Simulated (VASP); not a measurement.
A run of VASP 6.6.1:

The input POSCAR:

```
AlN
1.0
    2.1849006262     -2.1849006262      0.0000000000
    2.1849006262      0.0000000000     -2.1849006262
   10.9245031309      7.6471521916      7.6471521916
Al N
6 6
Direct
    0.8021000000     -0.1979000000      0.3958000000
    0.2187666667      0.2187666667      0.2291333333
    0.3854333333      0.3854333333      0.5624666667
    0.5521000000      0.5521000000      0.8958000000
   -0.0312333333     -0.0312333333      0.7291333333
    0.6354333333      0.6354333333      0.0624666667
    0.4479333333      0.4479333333      0.4374666667
    0.8646000000      0.8646000000      0.2708000000
    0.0312666667      0.0312666667      0.6041333333
    0.1979333333      0.1979333333      0.9374666667
   -0.3854000000     -0.3854000000      0.7708000000
    0.2812666667      0.2812666667      0.1041333333
```

The input INCAR.step1:

```
SYSTEM = AlN
ALGO     = Normal         ! electronic algorithm
EDIFF    = 1E-4           ! SCF threshold, eV
ENCUT    = 520            ! plane-wave cutoff, eV
GGA      = PE             ! functional
ISMEAR   = 0              ! smearing method
LASPH    = .TRUE.         ! aspherical terms in the spheres
LCHARG   = .FALSE.        ! write CHGCAR
LREAL    = .FALSE.        ! projectors in reciprocal space
LWAVE    = .TRUE.         ! write WAVECAR
NBANDS   = 36             ! bands
NELM     = 60             ! most SCF steps
PREC     = Accurate       ! precision mode
SIGMA    = 0.05           ! smearing width, eV
```

The input INCAR.step2:

```
SYSTEM = AlN
ALGO     = Normal         ! electronic algorithm
EDIFF    = 1E-6           ! SCF threshold, eV
ENCUT    = 520            ! plane-wave cutoff, eV
ISIF     = 2              ! what is computed and relaxed
ISMEAR   = 0              ! smearing method
ISTART   = 1            
LASPH    = .TRUE.         ! aspherical terms in the spheres
LCHARG   = .TRUE.         ! write CHGCAR
LELF     = .TRUE.         ! ELF
LMIXTAU  = .TRUE.       
LREAL    = .FALSE.        ! projectors in reciprocal space
LVHAR    = .TRUE.       
LWAVE    = .FALSE.        ! write WAVECAR
METAGGA  = R2SCAN         ! meta-GGA
NBANDS   = 36             ! bands
NELM     = 60             ! most SCF steps
PREC     = Accurate       ! precision mode
SIGMA    = 0.05           ! smearing width, eV
```

KPOINTS

```
k-points
0
G
  8 8 2
  0 0 0
```

Potentials or basis: VASP PAW PBE potentials, release 64 (Al, N).

Run with:

```console
$ cat potpaw_PBE.64/Al/POTCAR potpaw_PBE.64/N/POTCAR > POTCAR
$ cp INCAR.step1 INCAR
$ mpirun -np 1 vasp_std > vasp.out
$ cp INCAR.step2 INCAR
$ mpirun -np 1 vasp_std > vasp.out
```

Hardware: 1 thread of Intel(R) Xeon(R) 6975P-C (Granite Rapids) (shared host).

Question: How long does it take, and how much memory?

Answer: Wall time 5.2 min on 1 thread of Intel(R) Xeon(R) 6975P-C (Granite Rapids), with other jobs on the host, peak memory 0.35 GiB. Counts: k points 42.
